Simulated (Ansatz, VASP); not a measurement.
Mg3Se4: VASP beside Ansatz

The input INCAR:

```
SYSTEM = Mg3Se4
PREC = Accurate
ENCUT = 600
EDIFF = 1E-7
ISMEAR = 0
SIGMA = 0.2
LREAL = .FALSE.
LASPH = .TRUE.
NELM = 100
ALGO = Normal
ISIF = 3
LWAVE = .FALSE.
LCHARG = .FALSE.
GGA = PE
IBRION = 2
NSW = 36
EDIFFG = -0.08
```

Contents of KPOINTS:

```
Automatic mesh
0
G
  3 3 4
  0 0 0
```

File POSCAR:

```
Mg3Se4
1.0
    3.8251137400     -5.3137271300      0.0000000000
    3.8251137400      5.3137271300      0.0000000000
    0.0000000000      0.0000000000      3.8256304900
Mg Se
3 4
Direct
    0.5000000000      0.0000000000      0.5000000000
    0.0000000000      0.5000000000      0.5000000000
    0.0000000000      0.0000000000      0.0000000000
    0.2531226300      0.2531226300      0.5000000000
    0.7468773700      0.7468773700      0.5000000000
    0.7399198000      0.2600802000      0.0000000000
    0.2600802000      0.7399198000      0.0000000000
```

Input for Ansatz:

```yaml
crystal:
  lattice:
    - [3.82511374, -5.31372713, 0.0]
    - [3.82511374, 5.31372713, 0.0]
    - [0.0, 0.0, 3.82563049]
  atoms:
    - { symbol: Mg, position: [0.5, 0.0, 0.5] }
    - { symbol: Mg, position: [0.0, 0.5, 0.5] }
    - { symbol: Mg, position: [0.0, 0.0, 0.0] }
    - { symbol: Se, position: [0.25312263, 0.25312263, 0.5] }
    - { symbol: Se, position: [0.74687737, 0.74687737, 0.5] }
    - { symbol: Se, position: [0.7399198, 0.2600802, 0.0] }
    - { symbol: Se, position: [0.2600802, 0.7399198, 0.0] }
basis:
  ecutwfc: 420
kpoints:
  mp_grid: { grid: [3, 3, 4] }
hamiltonian:
  xc: pbe
scf:
  occupations: { method: gaussian, width: 0.2 }
  lower_state_search: "off"
output:
  forces: true
  stress: true
  eigenvalues: true
relax:
  adjacent_minimum: "off"
  f_tol: 0.08
  max_steps: 16
  cell: { stress_tol: 0.8 }
```

Change from the starting cell: species swapped into the Zr3S4 type (Cmmm, No. 65).

Alike in both runs: task relaxation of cell and atoms; functional PBE; k mesh 3 × 3 × 4; occupations gaussian, width 0.2 eV; no spin polarisation.

|  | VASP | Ansatz |
| --- | --- | --- |
| version | VASP 6.6.1 | Ansatz 0.2.0 |
| potentials or method | VASP PAW PBE potentials, release 64 (Mg, Se), cutoff 600 eV | scalar-relativistic, plane waves, PAW |
| valence electrons in the cell | 30 | 94 |

```tsv
	VASP	Ansatz	Ansatz less VASP
gap on the k mesh at the Fermi level, each at its own relaxed structure (eV)	none	none	-
relaxed volume (Å³/atom)	22.13	22.10	-0.029
relaxed cell length with the largest relative difference (Å)	7.080	7.075	-0.0056
```

A gap of «none» marks a metal or a gap that the smearing closes. VASP's potentials hold 30 valence electrons a cell and Ansatz's 94, so a difference there can come from the potentials and not from the codes.

The k mesh is coarse, so the values compare programs but aren't converged.
